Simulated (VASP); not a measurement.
# NaF (Fdd2) in VASP: further runs

NaF is run at these levels: r2SCAN, PBE; tasks: single point, relaxation of cell and atoms.

Program: VASP 6.6.1. These are calculated values, not measurements. Logs are shortened: lines on timing, memory, paths and dates and some standing lists are left out, and cuts for length are marked.

## 1. The cell of the first run

It takes space group Fdd2 (No. 43, orthorhombic). The conventional cell has a = 3.300 Å, b = 6.349 Å, c = 11.485 Å, α = 90.00°, β = 90.00°, γ = 90.00°. Na (site symmetry 2) has 4 F at 2.24 to 2.25 Å within 3.0 Å. Within 3.0 Å of F (site symmetry 2) lie 4 Na at 2.24 to 2.25 Å.

## 2. Single point, r2SCAN

The input, POSCAR:

```
NaF
1.0
    0.0000000000      3.1745417000      5.7423775000
    1.6501899000      0.0000000000      5.7423775000
    1.6501899000      3.1745417000      0.0000000000
Na F
2 2
Direct
    0.1835050000      0.1835050000      0.8164950000
    0.4335050000      0.4335050000      0.0664950000
    0.8164950000      0.8164950000      0.1835050000
    0.0664950000      0.0664950000      0.4335050000
```

The input, INCAR.step1:

```
  ALGO = Normal
  EDIFF = 1E-5
  ENCUT = 660
  GGA = PE
  GGA_COMPAT = False
  ISMEAR = 0
  LASPH = True
  LCHARG = False
  LREAL = False
  LWAVE = True
  NBANDS = 22
  NELM = 120
  PREC = Accurate
  SIGMA = 0.02
```

The input, INCAR.step2:

```
  ALGO = Normal
  EDIFF = 1E-6
  ENCUT = 660
  GGA_COMPAT = False
  ISIF = 2
  ISMEAR = 0
  ISTART = 1
  LASPH = True
  LCHARG = False
  LMIXTAU = True
  LREAL = False
  LWAVE = False
  METAGGA = R2SCAN
  NBANDS = 22
  NELM = 120
  PREC = Accurate
  SIGMA = 0.02
```

The input, KPOINTS:

```
k-points
0
Gamma
  8 8 8
```

Potentials or basis: VASP PAW PBE potentials, release 64 (Na_pv, F).

The run is started by

```
cat potpaw_PBE.64/Na_pv/POTCAR potpaw_PBE.64/F/POTCAR > POTCAR
cp INCAR.step1 INCAR
mpirun -np 1 vasp_std > vasp.out
cp INCAR.step2 INCAR
mpirun -np 1 vasp_std > vasp.out
```

OUTCAR:

```text
EDIFF = 1E-6
   ENCUT = 660
   ISIF = 2
   ISMEAR = 0
   ISTART = 1
   LASPH = True
   LREAL = False
   METAGGA = R2SCAN
   NELM = 120
   PREC = Accurate

 ion  position               nearest neighbor table
   1  0.184  0.184  0.816-   4 2.24   4 2.24   3 2.25   3 2.25
   2  0.434  0.434  0.066-   3 2.24   3 2.24   4 2.25   4 2.25
   3  0.816  0.816  0.184-   2 2.24   2 2.24   1 2.25   1 2.25
   4  0.066  0.066  0.434-   1 2.24   1 2.24   2 2.25   2 2.25

  LATTYP: Found a face centered orthorhombic cell.
 ALAT       =     3.3003798000
 B/A-ratio  =     1.9237432613
 C/A-ratio  =     3.4798282913

  Lattice vectors:

 A1 = (   0.0000000000,   3.1745417000,   5.7423775000)
 A2 = (   1.6501899000,   0.0000000000,   5.7423775000)
 A3 = (   1.6501899000,   3.1745417000,   0.0000000000)

Analysis of symmetry for initial positions (statically):
=====================================================================
 Subroutine PRICEL returns:
 Original cell was already a primitive cell.

 Routine SETGRP: Setting up the symmetry group for a
 face centered orthorhombic supercell.

 Subroutine GETGRP returns: Found  4 space group operations
 (whereof  2 operations were pure point group operations)
 out of a pool of  8 trial point group operations.

The static configuration has the point symmetry C_2 .
 The point group associated with its full space group is C_2v.

Analysis of symmetry for dynamics (positions and initial velocities):
=====================================================================
 Subroutine PRICEL returns:
 Original cell was already a primitive cell.

 Routine SETGRP: Setting up the symmetry group for a
 face centered orthorhombic supercell.

 Subroutine GETGRP returns: Found  4 space group operations
 (whereof  2 operations were pure point group operations)
 out of a pool of  8 trial point group operations.

The dynamic configuration has the point symmetry C_2 .
 The point group associated with its full space group is C_2v.

 Subroutine INISYM returns: Found  4 space group operations
 (whereof  2 operations are pure point group operations),
 and found     1 'primitive' translations

----------------------------------------------------------------------------------------

                                     Primitive cell

  volume of cell :      60.1640

  direct lattice vectors                    reciprocal lattice vectors
     0.000000000  3.174541700  5.742377500    -0.302995431  0.157503050  0.087071949
     1.650189900  0.000000000  5.742377500     0.302995431 -0.157503050  0.087071949
     1.650189900  3.174541700  0.000000000     0.302995431  0.157503050 -0.087071949

  length of vectors
     6.561449105  5.974782511  3.577826395     0.352413062  0.352413062  0.352413062

  position of ions in fractional coordinates (direct lattice)
     0.183505000  0.183505000  0.816495000
     0.433505000  0.433505000  0.066495000
     0.816495000  0.816495000  0.183505000
     0.066495000  0.066495000  0.433505000

  ion indices of the primitive-cell ions
   primitive index   ion index
                 1           1
                 2           2
                 3           3
                 4           4

----------------------------------------------------------------------------------------

 KPOINTS: k-points

Automatic generation of k-mesh.
 Grid dimensions read from file:
 generate k-points for:    8    8    8

 Generating k-lattice:

  Cartesian coordinates                     Fractional coordinates (reciprocal lattice)
    -0.037874429  0.019687881  0.010883994     0.125000000  0.000000000  0.000000000
     0.037874429 -0.019687881  0.010883994     0.000000000  0.125000000 -0.000000000
     0.037874429  0.019687881 -0.010883994     0.000000000 -0.000000000  0.125000000

  Length of vectors
     0.044051633  0.044051633  0.044051633

  Shift w.r.t. Gamma in fractional coordinates (k-lattice)
     0.000000000  0.000000000  0.000000000

 Subroutine IBZKPT returns following result:
 ===========================================

 Found     95 irreducible k-points:

 Following reciprocal coordinates:
            Coordinates               Weight
  0.000000  0.000000  0.000000      1.000000
  0.125000  0.000000  0.000000      8.000000
  0.250000  0.000000  0.000000      8.000000
  0.375000  0.000000  0.000000      8.000000
  0.500000  0.000000  0.000000      4.000000
  0.125000  0.125000  0.000000      2.000000
[... 16 lines left out ...]
  0.250000  0.000000  0.125000      8.000000
  0.375000  0.000000  0.125000      8.000000
 [... further k-points ...]
   k-points           NKPTS =     95   k-points in BZ     NKDIM =     95   number of bands    NBANDS=     22
   number of dos      NEDOS =    301   number of ions     NIONS =      4
   total plane-waves  NPLWV =  84000
   dimension x,y,z NGX =    56 NGY =   50 NGZ =   30
   dimension x,y,z NGXF=   112 NGYF=  100 NGZF=   60
   ions per type =               2   2
   NGX,Y,Z   is equivalent  to a cutoff of  14.19, 13.91, 13.94 a.u.
   NGXF,Y,Z  is equivalent  to a cutoff of  28.38, 27.82, 27.88 a.u.
 SYSTEM =  unknown system
   PREC   = accura    normal or accurate (medium, high low for compatibility)
   ISTART =      1    job   : 0-new  1-cont  2-samecut
   ICHARG =      0    charge: 1-file 2-atom 10-const
   ISPIN  =      1    spin polarized calculation?
   LNONCOLLINEAR =      F non collinear calculations
   LSORBIT =      F    spin-orbit coupling
   LASPH  =      T    aspherical Exc in radial PAW
   ENCUT  =  660.0 eV  48.51 Ry    6.96 a.u.  13.74 12.52  7.49*2*pi/ulx,y,z
   NELM   =    120;   NELMIN=  2; NELMDL=  0     # of ELM steps
   EDIFF  = 0.1E-05   stopping-criterion for ELM
   LREAL  =      F    real-space projection
   EDIFFG = 0.1E-04   stopping-criterion for IOM
   NSW    =      0    number of steps for IOM
   IBRION =     -1    ionic relax: 0-MD 1-quasi-New 2-CG
   NFREE  =      0    steps in history (QN), initial steepest desc. (CG)
   ISIF   =      2    stress and relaxation
   ISYM   =      2    0-nonsym 1-usesym 2-fastsym
   POTIM  = 0.5000    time-step for ionic-motion
   TEBEG  =    0.0;   TEEND  =   0.0 temperature during run
   PSTRESS=    0.0 pullay stress
   NELECT =      28.0000    total number of electrons
   NUPDOWN=      -1.0000    fix difference up-down
   EMIN   =  10.00;   EMAX   =-10.00  energy-range for DOS
   EFERMI =   0.00;   METHOD = LEGACY
   ISMEAR =     0;   SIGMA  =   0.02  broadening in eV -4-tet -1-fermi 0-gaus
   EFERMI_NEDOS =   21; number of points for ismear=-14 and -15
   IALGO  =     38    algorithm
   IMIX   =      4    mixing-type and parameters
     AMIX     =   0.40;   BMIX     =  1.00
     AMIX_MAG =   1.60;   BMIX_MAG =  1.00
  volume/ion in A,a.u.               =      15.04       101.50
  Fermi-wavevector in a.u.,A,eV,Ry     =   1.268670  2.397438 21.898891  1.609523
  Thomas-Fermi vector in A             =   2.401752
   LORBIT       =      0    0 simple, 1 ext, 2 COOP (PROOUT), +10 PAW based schemes
   METAGGA = R2SCAN    functional components
   LHFCALC =     F    Hartree Fock is set to
   AEXX    =    0.0000 exact exchange contribution
   IVDW    =     0    specifies the selected vdW correction
   LEPSILON=     F    determine dielectric tensor
   LRPA    =     F    only Hartree local field effects (RPA)
 non-spin polarized calculation
 Gauss-broadening in eV      SIGMA  =   0.02
  energy-cutoff  :      660.00
  volume of cell :       60.16
 maximum number of plane-waves:      2334
   NGX = 27   NGY = 25   NGZ = 15

 number of electron      28.0000002 magnetization

 Free energy of the ion-electron system (eV)
  ---------------------------------------------------
  ext. energy  EPLUGINS =         0.00000000
  ---------------------------------------------------
  free energy    TOTEN  =       -24.67428520 eV

  energy without entropy =      -24.67428520  energy(sigma->0) =      -24.67428520

 E-fermi :  -3.2090     XC(G=0):  -8.6988

 val. band max:       -3.3729595029   @ k =   0.0000   0.0000   0.0000
 cond. band min:       2.7579610755   @ k =   0.0000   0.0000   0.0000
 fundamental gap:      6.1309205784
 Fermi energy:        -3.2089693479

 k-point     1 :       0.0000    0.0000    0.0000
  band No.  band energies     occupation
      1     -24.1093      2.00000
      2     -23.5248      2.00000
      3     -23.3536      2.00000
      4     -23.3452      2.00000
      5     -23.2790      2.00000
      6     -23.2760      2.00000
[... 14 lines left out ...]
     21      16.4068      0.00000
     22      16.9733      0.00000

 k-point     2 :       0.1250    0.0000    0.0000
  band No.  band energies     occupation
      1     -24.0734      2.00000
      2     -23.6715      2.00000
      3     -23.3555      2.00000
      4     -23.3478      2.00000
      5     -23.2806      2.00000
      6     -23.2766      2.00000
[... 14 lines left out ...]
     21      15.8621      0.00000
     22      16.5072      0.00000

 k-point     3 :       0.2500    0.0000    0.0000
  band No.  band energies     occupation
      1     -23.9906      2.00000
      2     -23.8405      2.00000
      3     -23.3657      2.00000
      4     -23.3554      2.00000
      5     -23.2931      2.00000
      6     -23.2828      2.00000
[... 14 lines left out ...]
     21      15.0688      0.00000
     22      15.9541      0.00000

 k-point     4 :       0.3750    0.0000    0.0000
  band No.  band energies     occupation
      1     -23.9954      2.00000
      2     -23.8532      2.00000
      3     -23.3787      2.00000
      4     -23.3509      2.00000
      5     -23.3067      2.00000
      6     -23.2901      2.00000
[... 14 lines left out ...]
     21      14.6841      0.00000
     22      15.8322      0.00000

 k-point     5 :       0.5000    0.0000    0.0000
  band No.  band energies     occupation
      1     -24.0282      2.00000
      2     -23.8178      2.00000
      3     -23.3829      2.00000
      4     -23.3371      2.00000
      5     -23.3172      2.00000
      6     -23.2963      2.00000
[... 417 lines left out ...]
 k-point    22 :       0.1250    0.0000    0.1250
  band No.  band energies     occupation
      1     -24.0961      2.00000
      2     -23.6257      2.00000
      3     -23.3580      2.00000
      4     -23.3295      2.00000
      5     -23.2844      2.00000
      6     -23.2821      2.00000
[... 14 lines left out ...]
     21      15.5583      0.00000
     22      16.9401      0.00000

 k-point    23 :       0.2500    0.0000    0.1250
  band No.  band energies     occupation
      1     -24.0527      2.00000
      2     -23.7551      2.00000
      3     -23.3632      2.00000
      4     -23.3430      2.00000
      5     -23.2901      2.00000
      6     -23.2826      2.00000
[... 14 lines left out ...]
     21      15.3321      0.00000
     22      16.0502      0.00000

 k-point    24 :       0.3750    0.0000    0.1250
  band No.  band energies     occupation
      1     -23.9920      2.00000
      2     -23.8637      2.00000
      3     -23.3729      2.00000
      4     -23.3521      2.00000
      5     -23.3050      2.00000
      6     -23.2860      2.00000
[... 14 lines left out ...]
     21      14.2105      0.00000
     22      16.0998      0.00000

 [... further k-points ...]
[... 5 lines left out ...]
  --------------------------------------------------------------------------------------
  -------------------------------------------------------------------------------------
  Total       -1.0650745     -0.9831927     -1.0999567      0.0000000      0.0000000      0.0000000
  in kB      -28.3631122    -26.1825860    -29.2920306      0.0000000      0.0000000      0.0000000
  external PRESSURE =     -27.9459096 kB  Pullay stress =       0.0000000 kB

 VOLUME and BASIS-vectors are now :
 -----------------------------------------------------------------------------
  energy-cutoff  :      660.00
  volume of cell :       60.16
      direct lattice vectors                 reciprocal lattice vectors
     0.000000000  3.174541700  5.742377500    -0.302995431  0.157503050  0.087071949
     1.650189900  0.000000000  5.742377500     0.302995431 -0.157503050  0.087071949
     1.650189900  3.174541700  0.000000000     0.302995431  0.157503050 -0.087071949

 POSITION                                       TOTAL-FORCE (eV/Angst)
 -----------------------------------------------------------------------------------
      1.65019      3.17454      2.10751         0.000000      0.000000      0.009614
      0.82509      1.58727      4.97870        -0.000000     -0.000000      0.009614
      1.65019      3.17454      9.37725         0.000000      0.000000     -0.009614
      0.82509      1.58727      0.76368        -0.000000      0.000000     -0.009614
 -----------------------------------------------------------------------------------
    total drift:                                0.000186      0.000324     -0.004999

  FREE ENERGIE OF THE ION-ELECTRON SYSTEM (eV)
  ---------------------------------------------------
  free  energy   TOTEN  =       -24.6742851982 eV

  energy  without entropy=      -24.6742851982  energy(sigma->0) =      -24.67428520
```

It took 12 min on 1 thread of AMD EPYC 9R45 (Zen 5), shared host; peak memory 0.34 GiB.

Results:

* Free energy: -24.6743 eV
* Pressure: -2.8 GPa
* Largest force: 0.010 eV/Å
* Band gap on the k mesh: 6.13 eV

Forces in eV/Å, atoms in the order of the input:
```
Na   0.000  0.000  0.010
Na   0.000  0.000  0.010
F    0.000  0.000 -0.010
F    0.000  0.000 -0.010
```

Stress tensor (GPa, compression positive):
```
-2.84  0.00  0.00
 0.00 -2.62  0.00
 0.00  0.00 -2.93
```

Caveat: the PAW data sets were made with another functional, which shifts forces and pressure a little. A k mesh can miss the band edges.

## 3. Relaxation of cell and atoms, PBE

The input, INCAR:

```
  PREC = Accurate
  ENCUT = 600
  EDIFF = 1E-7
  ISMEAR = 0
  SIGMA = 0.01
  LREAL = F
  LASPH = T
  NELM = 120
  ALGO = Normal
  ISIF = 3
  LWAVE = F
  LCHARG = F
  GGA = PE
  IBRION = 2
  NSW = 80
  EDIFFG = -0.001
  GGA_COMPAT = F
  NELMIN = 4
```

The input, KPOINTS:

```
regular mesh
0
Gamma
  8 8 8
```

POSCAR is that of step 2.

Potentials or basis: VASP PAW PBE potentials, release 64 (Na_pv, F).

The run is started by

```
cat potpaw_PBE.64/Na_pv/POTCAR potpaw_PBE.64/F/POTCAR > POTCAR
mpirun -np 1 vasp_std > vasp.out
```

Wall time 15 min (1 thread of AMD EPYC 9R45 (Zen 5), shared host); peak memory 0.3 GiB.

Results (log left out):

| Property | Result |
| --- | --- |
| Free energy | -16.7720 eV |
| Relaxed volume | 14.96 Å³/atom |
| Relaxed cell | a = 6.557 Å, b = 5.982 Å, c = 3.558 Å, α = 82.64°, β = 64.80°, γ = 32.56° |
| Space group after relaxing (to 0.1 Å) | Fdd2 (No. 43) |
| Energy gained by relaxing | 0.1 meV/atom |
| Ionic steps | 18 |
| Pressure after relaxing | 0.0 GPa |
| Band gap on the k mesh | 5.39 eV |

Step by step:
```
step  energy change (eV)  largest force (eV/Å)  pressure (GPa)  volume (Å³)
   1              0.0000                0.0020           -0.13        60.16
   2             -0.0001                0.0020           -0.06        60.05
   3             -0.0001                0.0020           -0.03        59.99
   4             -0.0001                0.0020            0.06        59.85
   5             -0.0001                0.0021            0.00        59.91
   6             -0.0001                0.0020            0.03        59.90
   7             -0.0001                0.0030            0.02        59.89
   8             -0.0002                0.0059            0.00        59.87
   9             -0.0002                0.0116           -0.03        59.82
  10             -0.0002                0.0076            0.00        59.85
  11             -0.0002                0.0029            0.00        59.85
  12             -0.0002                0.0020            0.00        59.85
  13             -0.0002                0.0005            0.00        59.85
  14             -0.0002                0.0028           -0.01        59.85
  15             -0.0002                0.0011            0.00        59.85
  16             -0.0003                0.0004            0.00        59.84
  17             -0.0003                0.0001            0.01        59.84
  18             -0.0003                0.0002            0.00        59.84
```

Final structure:
```
Na F
1.0
     0.00000    3.15208    5.74952
     1.65097    0.00000    5.74952
     1.65097    3.15208    0.00000
Na F
2 2
Direct
  0.18382 0.18382 0.81618
  0.43382 0.43382 0.06618
  0.81618 0.81618 0.18382
  0.06618 0.06618 0.43382
```

Levels at points of the mesh, in eV from the valence-band top:
```tsv
k point	band 10	band 11	band 12	band 13	band 14	band 15	band 16	band 17	band 18
(0.00, 0.00, 0.00)	-0.25	-0.24	-0.19	-0.09	0.00	5.39	9.65	10.58	17.24
(0.50, 0.00, 0.00)	-0.99	-0.64	-0.42	-0.36	-0.21	9.85	10.64	11.57	12.36
(0.50, 0.50, 0.00)	-0.84	-0.24	-0.24	-0.05	-0.05	6.97	6.97	13.73	13.73
(0.50, 0.00, 0.50)	-1.00	-0.61	-0.61	-0.20	-0.20	9.56	9.56	12.87	12.87
(0.00, 0.50, 0.50)	-1.21	-0.37	-0.37	-0.20	-0.20	9.96	9.96	11.27	11.27
```

## 4. Relaxation of cell and atoms, PBE

The input, INCAR:

```
PREC = Accurate ; ENCUT = 600
EDIFF = 1E-6 ; ISMEAR = 0
SIGMA = 0.02 ; LREAL = F
LASPH = T ; NELM = 60
ALGO = Normal ; ISIF = 3
LWAVE = F ; LCHARG = F
GGA = PE ; IBRION = 2
NSW = 100 ; EDIFFG = -0.01
```

KPOINTS is that of step 3.

POSCAR is that of step 3.

The run is started by

```
cat potpaw_PBE.64/Na_pv/POTCAR potpaw_PBE.64/F/POTCAR > POTCAR
mpirun -np 1 vasp_std > vasp.out
```

Run time: 5.3 min. Hardware: 1 thread of Intel Xeon Platinum 8259CL at 2.50GHz (Skylake/Cascade Lake), shared host; peak memory 0.33 GiB.

The run converged. Its results:

| Quantity | Value |
| --- | --- |
| Free energy | -16.7720 eV |
| Relaxed volume | 14.99 Å³/atom |
| Relaxed cell | a = 6.555 Å, b = 5.970 Å, c = 3.572 Å, α = 82.68°, β = 64.60°, γ = 32.72° |
| Space group after relaxing (to 0.1 Å) | Fdd2 (No. 43) |
| Energy gained by relaxing | 0.0 meV/atom |
| Ionic steps | 4 |
| Pressure after relaxing | 0.0 GPa |
| Band gap on the k mesh | 5.38 eV |

Stress tensor (GPa, compression positive):
```
 0.02  0.00  0.00
 0.00 -0.07  0.00
 0.00  0.00  0.07
```

The path:
```tsv
step	energy change (eV)	largest force (eV/Å)	pressure (GPa)	volume (Å³)
1	0.0000	0.0020	-0.13	60.16
2	-0.0001	0.0017	-0.05	60.06
3	-0.0001	0.0018	-0.05	60.02
4	-0.0001	0.0018	0.01	59.95
```

Final structure:
```yaml
crystal:
  lattice:
    - [0.00000, 3.16902, 5.73833]
    - [1.64833, 0.00000, 5.73833]
    - [1.64833, 3.16902, 0.00000]
  atoms:
    - { symbol: Na, position: [0.18352, 0.18352, 0.81648] }
    - { symbol: Na, position: [0.43352, 0.43352, 0.06648] }
    - { symbol: F, position: [0.81648, 0.81648, 0.18352] }
    - { symbol: F, position: [0.06648, 0.06648, 0.43352] }
```

Levels at points of the mesh, in eV from the valence-band top:
```
           k point  band 12  band 13  band 14  band 15  band 16  band 17
(0.00, 0.00, 0.00)    -0.18    -0.09     0.00     5.38     9.64    10.60
(0.50, 0.00, 0.00)    -0.42    -0.36    -0.21     9.85    10.65    11.58
(0.50, 0.50, 0.00)    -0.25    -0.05    -0.05     6.97     6.97    13.74
(0.50, 0.00, 0.50)    -0.60    -0.19    -0.19     9.52     9.52    12.87
(0.00, 0.50, 0.50)    -0.37    -0.19    -0.19     9.94     9.94    11.23
```

A k mesh can miss the band edges.

## 5. The runs side by side

| task | level | cell | cutoff (eV) | smearing | gap on the mesh (eV) | pressure (GPa) | relaxed volume (Å³/atom) |
| --- | --- | --- | --- | --- | --- | --- | --- |
| single point | r2SCAN | as given | 660 | gaussian 0.02 eV | 6.13 | -2.8 | - |
| relaxation of cell and atoms | PBE | relaxed | 600 | gaussian 0.01 eV | 5.39 | 0.0 | 14.96 |
| relaxation of cell and atoms | PBE | relaxed | 600 | gaussian 0.02 eV | 5.38 | 0.0 | 14.99 |

Alike in all rows: potentials or basis VASP PAW PBE potentials, release 64 (Na_pv, F); no spin polarisation; k mesh 8 × 8 × 8.

Caveats: the PAW data sets were made with another functional, which shifts forces and pressure a little (at least some runs).

Total energies depend on the potentials used, so only differences within one code and one set of settings carry meaning.
